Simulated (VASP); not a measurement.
# Cd2O in VASP: further runs

The runs below take Cd2O through single point, relaxation of cell and atoms, with r2SCAN, PBE.

Program: VASP 6.6.1. These are calculated values, not measurements. Logs are shortened: lines on timing, memory, paths and dates and some standing lists are left out, and cuts for length are marked.

### 1 The cell of the first run

Symmetry: P-3m1, No. 164, trigonal system. Conventional cell: a = 3.377 Å, b = 3.377 Å, c = 10.236 Å, α = 90.00°, β = 90.00°, γ = 120.00°. Cd (site symmetry -3m) has 6 O at 2.39 Å within 3.2 Å. Cd (site symmetry 3m) has 3 O at 2.40 Å and 3 Cd at 3.04 Å within 3.2 Å. Within 4.0 Å of Cd (site symmetry -3m) lie 12 Cd at 3.04 to 3.38 Å. O (site symmetry 3m) has 6 Cd at 2.39 to 2.40 Å within 3.2 Å.

### 2 Single point, r2SCAN

Contents of POSCAR:

```
Cd2O
1.0
    3.3773277763      0.0000000000      0.0000000000
   -1.6886638882      2.9248516512      0.0000000000
    0.0000000000      0.0000000000     10.2359518246
Cd O
4 2
Direct
    0.0000000000      0.0000000000      0.0000000000
    0.3333333333      0.6666666667      0.7281453105
    0.6666666667      0.3333333333      0.2718546895
    0.0000000000      0.0000000000      0.5000000000
    0.3333333333      0.6666666667      0.1346852729
    0.6666666667      0.3333333333      0.8653147271
```

Contents of INCAR.step1:

```
PREC = Accurate
ENCUT = 520
ISMEAR = 0
SIGMA = 0.1
LREAL = F
LASPH = T
NELM = 80
NBANDS = 39
GGA = PE
ALGO = Normal
EDIFF = 1E-4
LWAVE = T
LCHARG = F
```

Contents of INCAR.step2:

```
PREC = Accurate
ENCUT = 520
EDIFF = 1E-6
ISMEAR = 0
SIGMA = 0.1
LREAL = F
LASPH = T
NELM = 80
ALGO = Normal
ISIF = 2
LWAVE = F
LCHARG = F
METAGGA = R2SCAN
LMIXTAU = T
NBANDS = 39
ISTART = 1
```

Contents of KPOINTS:

```
regular mesh
0
Gamma
  12 12 4
```

Potentials or basis: VASP PAW PBE potentials, release 64 (Cd, O).

Started as:

```sh
$ cat potpaw_PBE.64/Cd/POTCAR potpaw_PBE.64/O/POTCAR > POTCAR
$ cp INCAR.step1 INCAR
$ mpirun -np 1 vasp_std > vasp.out
$ cp INCAR.step2 INCAR
$ mpirun -np 1 vasp_std > vasp.out
```

OUTCAR:

```text
PREC = Accurate
   ENCUT = 520
   EDIFF = 1E-6
   ISMEAR = 0
   LREAL = F
   LASPH = T
   NELM = 80
   ISIF = 2
   METAGGA = R2SCAN
   ISTART = 1

 ion  position               nearest neighbor table
   1  0.000  0.000  0.000-   5 2.39   6 2.39   6 2.39   5 2.39   6 2.39   5 2.39   2 3.40   3 3.40
                             2 3.40   3 3.40   3 3.40   2 3.40
   2  0.333  0.667  0.728-   6 2.40   6 2.40   6 2.40   4 3.04   4 3.04   4 3.04   1 3.40   1 3.40
                             1 3.40
   3  0.667  0.333  0.272-   5 2.40   5 2.40   5 2.40   4 3.04   4 3.04   4 3.04   1 3.40   1 3.40
                             1 3.40
   4  0.000  0.000  0.500-   2 3.04   3 3.04   3 3.04   2 3.04   3 3.04   2 3.04
   5  0.333  0.667  0.135-   1 2.39   1 2.39   1 2.39   3 2.40   3 2.40   3 2.40
   6  0.667  0.333  0.865-   1 2.39   1 2.39   1 2.39   2 2.40   2 2.40   2 2.40

  LATTYP: Found a hexagonal cell.
 ALAT       =     3.3773277763
 C/A-ratio  =     3.0307842480

  Lattice vectors:

 A1 = (   3.3773277763,   0.0000000000,   0.0000000000)
 A2 = (  -1.6886638882,   2.9248516512,   0.0000000000)
 A3 = (   0.0000000000,   0.0000000000,  10.2359518246)

Analysis of symmetry for initial positions (statically):
=====================================================================
 Subroutine PRICEL returns:
 Original cell was already a primitive cell.

 Routine SETGRP: Setting up the symmetry group for a
 hexagonal supercell.

 Subroutine GETGRP returns: Found 12 space group operations
 (whereof 12 operations were pure point group operations)
 out of a pool of 24 trial point group operations.

The static configuration has the point symmetry D_3d.

Analysis of symmetry for dynamics (positions and initial velocities):
=====================================================================
 Subroutine PRICEL returns:
 Original cell was already a primitive cell.

 Routine SETGRP: Setting up the symmetry group for a
 hexagonal supercell.

 Subroutine GETGRP returns: Found 12 space group operations
 (whereof 12 operations were pure point group operations)
 out of a pool of 24 trial point group operations.

The dynamic configuration has the point symmetry D_3d.

 Subroutine INISYM returns: Found 12 space group operations
 (whereof 12 operations are pure point group operations),
 and found     1 'primitive' translations

----------------------------------------------------------------------------------------

                                     Primitive cell

  volume of cell :     101.1126

  direct lattice vectors                    reciprocal lattice vectors
     3.377327776  0.000000000  0.000000000     0.296092078  0.170948841  0.000000000
    -1.688663888  2.924851651  0.000000000     0.000000000  0.341897682  0.000000000
     0.000000000  0.000000000 10.235951825     0.000000000  0.000000000  0.097694872

  length of vectors
     3.377327776  3.377327776 10.235951825     0.341897682  0.341897682  0.097694872

  position of ions in fractional coordinates (direct lattice)
     0.000000000  0.000000000  0.000000000
     0.333333333  0.666666667  0.728145310
     0.666666667  0.333333333  0.271854690
     0.000000000  0.000000000  0.500000000
     0.333333333  0.666666667  0.134685273
     0.666666667  0.333333333  0.865314727

  ion indices of the primitive-cell ions
   primitive index   ion index
                 1           1
                 2           2
                 3           3
                 4           4
                 5           5
                 6           6

----------------------------------------------------------------------------------------

 KPOINTS: regular mesh

Automatic generation of k-mesh.
 Grid dimensions read from file:
 generate k-points for:   12   12    4

 Generating k-lattice:

  Cartesian coordinates                     Fractional coordinates (reciprocal lattice)
     0.024674340  0.014245737  0.000000000     0.083333333  0.000000000  0.000000000
     0.000000000  0.028491474  0.000000000     0.000000000  0.083333333  0.000000000
[... 47 lines left out ...]
 maximum number of plane-waves:      2740
 NGX is ok and might be reduce to    28

 number of electron      60.0000000 magnetization

 Free energy of the ion-electron system (eV)
  ---------------------------------------------------
  ext. energy  EPLUGINS =         0.00000000
  ---------------------------------------------------
  free energy    TOTEN  =       -97.01005258 eV

  energy without entropy =      -97.00367326  energy(sigma->0) =      -97.00686292

 E-fermi :   2.6296     XC(G=0): -11.6996

 val. band max:        2.6138193722   @ k =   0.0000   0.0833   0.2500
 cond. band min:       2.6407629606   @ k =   0.3333   0.3333   0.0000
 fundamental gap:      0.0269435884
 Fermi energy:         2.6296200327

 k-point     1 :       0.0000    0.0000    0.0000
  band No.  band energies     occupation
      1     -16.8817      2.00000
      2     -16.5535      2.00000
      3      -6.9205      2.00000
      4      -6.7011      2.00000
      5      -6.7011      2.00000
      6      -6.5547      2.00000
[... 31 lines left out ...]
     38      14.6591      0.00000
     39      14.6591      0.00000

 k-point     2 :       0.0833   -0.0000    0.0000
  band No.  band energies     occupation
      1     -16.8535      2.00000
      2     -16.5446      2.00000
      3      -6.8855      2.00000
      4      -6.7028      2.00000
      5      -6.6834      2.00000
      6      -6.5761      2.00000
[... 31 lines left out ...]
     38      13.1749      0.00000
     39      14.0017      0.00000

 k-point     3 :       0.1667   -0.0000    0.0000
  band No.  band energies     occupation
      1     -16.7759      2.00000
      2     -16.5205      2.00000
      3      -6.8245      2.00000
      4      -6.7218      2.00000
      5      -6.6460      2.00000
      6      -6.6007      2.00000
[... 832 lines left out ...]
 k-point    23 :       0.1667   -0.0000    0.2500
  band No.  band energies     occupation
      1     -16.7757      2.00000
      2     -16.5206      2.00000
      3      -6.8169      2.00000
      4      -6.7126      2.00000
      5      -6.6373      2.00000
      6      -6.6108      2.00000
[... 31 lines left out ...]
     38      12.2901      0.00000
     39      13.5074      0.00000

 k-point    24 :       0.0000    0.1667    0.2500
  band No.  band energies     occupation
      1     -16.7758      2.00000
      2     -16.5206      2.00000
      3      -6.8302      2.00000
      4      -6.7180      2.00000
      5      -6.6580      2.00000
      6      -6.6101      2.00000
[... 31 lines left out ...]
     38      13.1165      0.00000
     39      13.6169      0.00000

 [... further k-points ...]

------------------------ aborting loop because EDIFF is reached ----------------------------------------

  FORCE on cell =-STRESS in cart. coord.  units (eV):
  Direction    XX          YY          ZZ          XY          YZ          ZX
  --------------------------------------------------------------------------------------
  -------------------------------------------------------------------------------------
  Total       -1.7439881     -1.7439881     -1.8873946      0.0000000      0.0000000     -0.0000000
  in kB      -27.6343214    -27.6343214    -29.9066660      0.0000000      0.0000000     -0.0000000
  external PRESSURE =     -28.3917696 kB  Pullay stress =       0.0000000 kB

 VOLUME and BASIS-vectors are now :
 -----------------------------------------------------------------------------
  energy-cutoff  :      520.00
  volume of cell :      101.11
      direct lattice vectors                 reciprocal lattice vectors
     3.377327776  0.000000000  0.000000000     0.296092078  0.170948841  0.000000000
    -1.688663888  2.924851651  0.000000000     0.000000000  0.341897682  0.000000000
     0.000000000  0.000000000 10.235951825     0.000000000  0.000000000  0.097694872

 POSITION                                       TOTAL-FORCE (eV/Angst)
 -----------------------------------------------------------------------------------
      0.00000      0.00000      0.00000         0.000000      0.000000      0.000000
     -0.00000      1.94990      7.45326         0.000000      0.000000      0.038075
      1.68866      0.97495      2.78269        -0.000000     -0.000000     -0.038075
      0.00000      0.00000      5.11798         0.000000      0.000000      0.000000
     -0.00000      1.94990      1.37863         0.000000     -0.000000     -0.036078
      1.68866      0.97495      8.85732        -0.000000      0.000000      0.036078
 -----------------------------------------------------------------------------------
    total drift:                                0.000000     -0.000000      0.000000

  FREE ENERGIE OF THE ION-ELECTRON SYSTEM (eV)
  ---------------------------------------------------
  free  energy   TOTEN  =       -97.0100525786 eV

  energy  without entropy=      -97.0036732649  energy(sigma->0) =      -97.00686292
```

Run time: 11 min. Hardware: 1 thread of AMD EPYC 9R45 (Zen 5), shared host; peak memory 0.36 GiB.

Results:

```yaml
Free_energy: -97.0101 eV
Pressure: -2.8 GPa
Largest_force: 0.038 eV/Å
Band_gap_on_the_k_mesh: zero (bands 30 and 31 overlap by 1.18 eV)
```

Forces in eV/Å, atoms in the order of the input:
```
Cd   0.000  0.000  0.000
Cd   0.000  0.000  0.038
Cd   0.000  0.000 -0.038
Cd   0.000  0.000  0.000
O    0.000  0.000 -0.036
O    0.000  0.000  0.036
```

Caveat: the PAW data sets were made with another functional, which shifts forces and pressure a little.

### 3 Relaxation of cell and atoms, PBE

This run uses another cell than the first one, of 16.81 Å³/atom.

Contents of INCAR:

```
PREC     = Accurate       # precision mode
ENCUT    = 600            # plane-wave cutoff, eV
EDIFF    = 1E-7           # SCF threshold, eV
ISMEAR   = 0              # smearing method
SIGMA    = 0.1            # smearing width, eV
LREAL    = False          # projectors in reciprocal space
LASPH    = True           # aspherical terms in the spheres
NELM     = 80             # most SCF steps
ALGO     = Normal         # electronic algorithm
ISIF     = 3              # what is computed and relaxed
LWAVE    = False          # write WAVECAR
LCHARG   = False          # write CHGCAR
GGA      = PE             # functional
IBRION   = 2              # ionic algorithm
NSW      = 100            # ionic steps
EDIFFG   = -0.01          # ionic threshold
```

Contents of KPOINTS:

```
Automatic mesh
0
Gamma
  12 12 4
```

Contents of POSCAR:

```
Cd2O
1.0
    3.3862599053      0.0000000000      0.0000000000
   -1.6931299527      2.9325871018      0.0000000000
    0.0000000000      0.0000000000     10.1546388697
Cd O
4 2
Direct
    0.0000000000      0.0000000000      0.0000000000
    0.3333333333      0.6666666667      0.7261912798
    0.6666666667      0.3333333333      0.2738087202
    0.0000000000      0.0000000000      0.5000000000
    0.3333333333      0.6666666667      0.1354127721
    0.6666666667      0.3333333333      0.8645872279
```

Potentials or basis: VASP PAW PBE potentials, release 64 (Cd, O).

Started as:

```sh
$ cat potpaw_PBE.64/Cd/POTCAR potpaw_PBE.64/O/POTCAR > POTCAR
$ mpirun -np 1 vasp_std > vasp.out
```

It took 11 min on 1 thread of AMD EPYC 9R45 (Zen 5), shared host; peak memory 0.38 GiB.

It converged, with:

```yaml
Free_energy: -16.7466 eV
Relaxed_volume: 16.95 Å³/atom
Relaxed_cell: a = 3.382 Å, b = 3.382 Å, c = 10.263 Å, α = 90.00°, β = 90.00°, γ = 120.00°
Space_group_after_relaxing_to_0.1_Å: P-3m1 (No. 164)
Energy_gained_by_relaxing: 0.7 meV/atom
Ionic_steps: 7
Pressure_after_relaxing: 0.0 GPa
Largest_force_after_relaxing: 0.008 eV/Å
Band_gap_on_the_k_mesh: zero (bands 30 and 31 overlap by 1.41 eV)
```

Forces on the atoms (eV/Å):
```
Cd   0.000  0.000  0.000
Cd   0.000  0.000  0.008
Cd   0.000  0.000 -0.008
Cd   0.000  0.000  0.000
O    0.000  0.000 -0.001
O    0.000  0.000  0.001
```

Stress tensor (GPa, compression positive):
```
 0.03  0.00  0.00
 0.00  0.03  0.00
 0.00  0.00 -0.05
```

Step by step:
```
step  energy change (eV)  largest force (eV/Å)  pressure (GPa)  volume (Å³)
   1              0.0000                0.0578            0.64       100.84
   2             -0.0026                0.0794           -0.21       101.82
   3             -0.0026                0.0787           -0.18       101.78
   4             -0.0036                0.0458           -0.10       101.73
   5             -0.0040                0.0409            0.01       101.67
   6             -0.0042                0.0225            0.00       101.67
   7             -0.0043                0.0082            0.01       101.67
```

Final structure:
```cif
data_structure
_symmetry_space_group_name_H-M 'P 1'
_symmetry_Int_Tables_number 1
_cell_length_a 3.3822
_cell_length_b 3.3822
_cell_length_c 10.2628
_cell_angle_alpha 90.000
_cell_angle_beta 90.000
_cell_angle_gamma 120.000
_cell_volume 101.67
loop_
_atom_site_label
_atom_site_type_symbol
_atom_site_fract_x
_atom_site_fract_y
_atom_site_fract_z
_atom_site_occupancy
Cd1 Cd 0.00000 0.00000 0.00000 1
Cd2 Cd 0.33333 0.66667 0.72763 1
Cd3 Cd 0.66667 0.33333 0.27237 1
Cd4 Cd 0.00000 0.00000 0.50000 1
O1 O 0.33333 0.66667 0.13502 1
O2 O 0.66667 0.33333 0.86498 1
```

Levels at points of the mesh, in eV from the Fermi level:
| k point | band 27 | band 28 | band 29 | band 30 | band 31 | band 32 | band 33 | band 34 |
| --- | --- | --- | --- | --- | --- | --- | --- | --- |
| (0.00, 0.00, 0.00) | -2.29 | -2.00 | -1.72 | -1.72 | -1.29 | 2.19 | 3.62 | 8.78 |
| (0.50, 0.00, 0.00) | -2.92 | -1.96 | -1.76 | -1.33 | 0.55 | 1.27 | 3.59 | 4.25 |
| (0.00, 0.00, 0.50) | -2.28 | -2.28 | -1.73 | -1.73 | 0.47 | 0.61 | 5.11 | 6.19 |
| (0.50, 0.00, 0.50) | -2.88 | -1.98 | -1.82 | -1.63 | 1.02 | 1.41 | 2.96 | 4.02 |

### 4 Relaxation of cell and atoms, PBE

This run uses another cell than the first one: it holds 3 atoms, not 6.

Contents of INCAR:

```
  PREC = Accurate
  ENCUT = 600
  EDIFF = 1E-7
  ISMEAR = 0
  SIGMA = 0.1
  LREAL = F
  LASPH = T
  NELM = 60
  ALGO = Normal
  ISIF = 3
  LWAVE = F
  LCHARG = F
  GGA = PE
  IBRION = 2
  NSW = 100
  EDIFFG = -0.01
```

Contents of KPOINTS:

```
Automatic mesh
0
Gamma
  12 12 8
```

Contents of POSCAR:

```
Cd2O
1.0
    2.9378235589     -1.6601740905      0.0000000000
    2.9378235589      1.6601740905      0.0000000000
   -0.1121633129      0.0000000000      5.1591183422
Cd O
2 1
Direct
    0.8286421338      0.8286421338      0.7248608162
    0.1713578662      0.1713578662      0.2751391838
    0.5000000000      0.5000000000      0.0000000000
```

Started as:

```sh
$ cat potpaw_PBE.64/Cd/POTCAR potpaw_PBE.64/O/POTCAR > POTCAR
$ mpirun -np 1 vasp_std > vasp.out
```

Run time: 21 min. Hardware: 1 thread of AMD EPYC 9R45 (Zen 5), shared host; peak memory 0.43 GiB.

Results (log left out):

| Item | Value |
| --- | --- |
| Free energy | -8.3107 eV |
| Relaxed volume | 16.87 Å³/atom |
| Relaxed cell | a = 3.366 Å, b = 3.366 Å, c = 5.165 Å, α = 90.18°, β = 90.18°, γ = 59.86° |
| Space group after relaxing (to 0.1 Å) | P-3m1 (No. 164) |
| Energy gained by relaxing | 0.7 meV/atom |
| Ionic steps | 13 |
| Pressure after relaxing | 0.1 GPa |
| Largest force after relaxing | 0.005 eV/Å |
| Band gap on the k mesh | zero (bands 15 and 16 overlap by 2.79 eV) |

Forces in eV/Å, atoms in the order of the input:
```
Cd   0.001  0.000 -0.005
Cd  -0.001  0.000  0.005
O    0.000  0.000  0.000
```

Stress tensor (GPa, compression positive):
```
 0.09  0.00  0.04
 0.00  0.07  0.00
 0.04  0.00 -0.01
```

Step by step:
```
step  energy change (eV)  largest force (eV/Å)  pressure (GPa)  volume (Å³)
   1              0.0000                0.0720            0.76        50.33
   2             -0.0010                0.0209           -0.35        50.90
   3             -0.0012                0.0093           -0.05        50.74
   4             -0.0014                0.0110           -0.03        50.73
   5             -0.0015                0.0140           -0.02        50.71
   6             -0.0015                0.0225            0.03        50.68
   7             -0.0017                0.0228           -0.02        50.70
   8             -0.0019                0.0238           -0.15        50.76
   9             -0.0020                0.0191           -0.04        50.69
  10             -0.0020                0.0189            0.12        50.60
  11             -0.0021                0.0130            0.10        50.61
  12             -0.0022                0.0069            0.07        50.62
  13             -0.0022                0.0049            0.05        50.62
```

Final structure:
```
Cd O
1.0
     2.91729   -1.67977    0.02635
     2.91729    1.67977    0.02635
    -0.06548    0.00000    5.16462
Cd O
2 1
Direct
  0.83258 0.83258 0.72398
  0.16742 0.16742 0.27602
  0.50000 0.50000 0.00000
```

Levels at points of the mesh, in eV from the Fermi level:
| k point | band 11 | band 12 | band 13 | band 14 | band 15 | band 16 | band 17 | band 18 | band 19 |
| --- | --- | --- | --- | --- | --- | --- | --- | --- | --- |
| (0.00, 0.00, 0.00) | -8.09 | -6.30 | -4.55 | -2.08 | -2.07 | 2.13 | 3.25 | 10.09 | 10.11 |
| (0.50, 0.00, 0.00) | -7.87 | -5.27 | -3.33 | -2.72 | -0.68 | -0.10 | 3.39 | 6.56 | 7.43 |
| (0.50, 0.50, 0.00) | -7.87 | -5.28 | -3.33 | -2.71 | -0.67 | -0.15 | 3.36 | 6.55 | 7.48 |
| (0.00, 0.00, 0.50) | -8.01 | -7.18 | -2.16 | -2.15 | -2.02 | -1.56 | 8.36 | 9.07 | 11.44 |
| (0.50, 0.00, 0.50) | -7.86 | -5.15 | -4.03 | -2.48 | -1.53 | 1.50 | 2.96 | 4.74 | 7.06 |
| (0.50, 0.50, 0.50) | -7.86 | -5.16 | -4.04 | -2.47 | -1.58 | 1.53 | 2.98 | 4.72 | 7.11 |

### 5 Overview

| task | level | cell | k mesh | cutoff (eV) | gap on the mesh (eV) | pressure (GPa) | relaxed volume (Å³/atom) | largest force (eV/Å) |
| --- | --- | --- | --- | --- | --- | --- | --- | --- |
| single point | r2SCAN | a = 3.377, b = 3.377, c = 10.236 Å, angles 90.0, 90.0, 120.0°, 6 atoms, atomic positions A | 12 × 12 × 4 | 520 | none | -2.8 | - | 0.04 |
| relaxation of cell and atoms | PBE | relaxed from a = 3.386, b = 3.386, c = 10.155 Å, angles 90.0, 90.0, 120.0°, 6 atoms, atomic positions B | 12 × 12 × 4 | 600 | none | 0.0 | 16.95 | 0.01 |
| relaxation of cell and atoms | PBE | relaxed from a = 3.374, b = 3.374, c = 5.160 Å, angles 91.1, 91.1, 58.9°, 3 atoms, atomic positions C | 12 × 12 × 8 | 600 | none | 0.1 | 16.87 | - |

Alike in all rows: potentials or basis VASP PAW PBE potentials, release 64 (Cd, O); no spin polarisation; smearing gaussian 0.1 eV.

Caveats: the PAW data sets were made with another functional, which shifts forces and pressure a little (at least some runs).

Total energies depend on the potentials used, so only differences within one code and one set of settings carry meaning.

The gap in the log of VASP goes by the Fermi energy; the results here count the filled bands.